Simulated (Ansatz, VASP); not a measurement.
**Two plane-wave programs on CaO**

The input INCAR:

```
PREC     = Accurate       # precision mode
ENCUT    = 520            # plane-wave cutoff, eV
EDIFF    = 1E-7           # SCF threshold, eV
ISMEAR   = 0              # smearing method
SIGMA    = 0.05           # smearing width, eV
LREAL    = False          # projectors in reciprocal space
LASPH    = True           # aspherical terms in the spheres
NELM     = 100            # most SCF steps
ALGO     = Normal         # electronic algorithm
ISIF     = 2              # what is computed and relaxed
LWAVE    = False          # write WAVECAR
LCHARG   = False          # write CHGCAR
GGA      = PE             # functional
NBANDS   = 15             # bands
```

File KPOINTS:

```
regular mesh
0
Gamma
  8 8 8
```

Contents of POSCAR:

```
CaO
1.0
    0.0000000000      2.4154595357      2.4154595357
    2.4154595357      0.0000000000      2.4154595357
    2.4154595357      2.4154595357      0.0000000000
Ca O
1 1
Direct
    0.0002695758     -0.0048941882     -0.0018010317
    0.4997304242      0.5048941882      0.5018010317
```

Input for Ansatz:

```yaml
crystal:
  lattice:
    - [0.0, 2.4154595357, 2.4154595357]
    - [2.4154595357, 0.0, 2.4154595357]
    - [2.4154595357, 2.4154595357, 0.0]
  atoms:
    - { symbol: Ca, position: [0.0002695758, -0.0048941882, -0.0018010317] }
    - { symbol: O, position: [0.4997304242, 0.5048941882, 0.5018010317] }
basis:
  ecutwfc: 420
kpoints:
  mp_grid: { grid: [8, 8, 8] }
hamiltonian:
  xc: pbe
scf:
  occupations: { method: gaussian, width: 0.05 }
output:
  forces: true
  stress: true
  eigenvalues: true
```

Change from the starting cell: all Ca atoms moved 0.04 Å in one direction.

Alike in both runs: task single point; functional PBE; k mesh 8 × 8 × 8; occupations gaussian, width 0.05 eV; no spin polarisation.

```csv
,VASP,Ansatz
version,VASP 6.6.1,Ansatz 0.2.0
potentials or method,"VASP PAW PBE potentials, release 64 (Ca_sv, O), cutoff 520 eV","scalar-relativistic, plane waves, PAW"
valence electrons in the cell,16,16
```

VASP gave:

| Property | Result |
| --- | --- |
| gap on the k mesh at the Fermi level (eV) | 3.65 |
| least direct gap on the mesh (eV) | 4.02 |
| pressure (GPa) | 0.6 |
| traceless stress, the component that is largest in VASP (GPa) | 0.07 |
| rms of the force components (eV/Å) | 0.067 |

What did Ansatz give for the same quantities?

gap on the k mesh at the Fermi level (eV): 3.67; least direct gap on the mesh (eV): 4.04; pressure (GPa): 0.1; traceless stress, the component that is largest in VASP (GPa): 0.07; rms of the force components (eV/Å): 0.064.

Atom by atom the forces differ by 0.003 eV/Å (rms over components).
